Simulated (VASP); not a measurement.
Mo2Os:

```xyz
3
Lattice="4.3917 0.0000 0.0000 -2.1959 3.8033 0.0000 0.0000 0.0000 2.7696" Properties=species:S:1:pos:R:3 pbc="T T T"
Mo    0.0000    2.5356    1.3848
Mo    2.1959    1.2678    1.3848
Os    0.0000    0.0000    0.0000
```

* Program: VASP 6.6.1
* Task: relaxation of cell and atoms
* Functional: PBE
* Potentials or basis: VASP PAW PBE potentials, release 64 (Mo_sv, Os)
* Cutoff: 600 eV
* k mesh: 6 × 6 × 6
* Occupations: gaussian, width 0.1 eV
* Spin: no spin polarisation

At the start: pressure -0.1 GPa; volume 15.42 Å³/atom.

Q: How do energy, volume and symmetry change on relaxing?

A: Over 4 steps the energy falls by 5.6 meV/atom and the volume is 15.41 Å³/atom (-0.1 %); space group P6/mmm (No. 191, to 0.1 Å) before and after.

Step by step:
```tsv
step	energy change (eV)	largest force (eV/Å)	pressure (GPa)	volume (Å³)
1	0.0000	0.0000	-0.07	46.26
2	-0.0011	0.0000	-0.25	46.19
3	-0.0169	0.0000	-0.38	46.23
4	-0.0169	0.0000	-0.39	46.23
```

Final structure:
```xyz
3
Lattice="4.4205 0.0000 0.0000 -2.2102 3.8282 0.0000 0.0000 0.0000 2.7321" Properties=species:S:1:pos:R:3 pbc="T T T"
Mo    0.0000    2.5521    1.3660
Mo    2.2102    1.2761    1.3660
Os    0.0000    0.0000    2.7321
```

Caveat: the k points lie up to 0.38 Å⁻¹ apart in the final cell, too coarse for converged energies and pressures of a metal.
